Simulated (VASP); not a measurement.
Input of a VASP 6.6.1 run:

The input INCAR:

```
SYSTEM = InSb3
PREC = Accurate
ENCUT = 520
EDIFF = 1E-6
ISMEAR = 0
SIGMA = 0.15
LREAL = .FALSE.
LASPH = .TRUE.
NELM = 60
ALGO = Normal
ISIF = 2
LWAVE = .FALSE.
LCHARG = .FALSE.
GGA = PS
NBANDS = 22
```

KPOINTS

```
Automatic mesh
0
G
  8 8 8
  0 0 0
```

Contents of POSCAR:

```
InSb3
1.0
    4.5866084372     -0.1654961807     -0.1654961807
   -0.1654961807      4.5866084372     -0.1654961807
   -0.1654961807     -0.1654961807      4.5866084372
In Sb
1 3
Direct
    0.0000000000      0.0000000000      0.0000000000
    0.5000000000      0.0000000000      0.5000000000
    0.0000000000      0.5000000000      0.5000000000
    0.5000000000      0.5000000000      0.0000000000
```

Potentials or basis: VASP PAW PBE potentials, release 64 (In_d, Sb).

Run with:

```sh
$ cat potpaw_PBE.64/In_d/POTCAR potpaw_PBE.64/Sb/POTCAR > POTCAR
$ mpirun -np 1 vasp_std > vasp.out
```

Estimate the band gap on the k mesh.

zero (bands 14 and 15 overlap by 4.62 eV).

What does it give for the pressure?

7.7 GPa.

Stress tensor (GPa, compression positive):
```
7.66 1.41 1.41
1.41 7.66 1.41
1.41 1.41 7.66
```

Caveat: the cell stands under pressure; the PAW data sets were made with another functional, which shifts forces and pressure a little; spin-orbit coupling is left out, which moves the levels of the heavy elements.
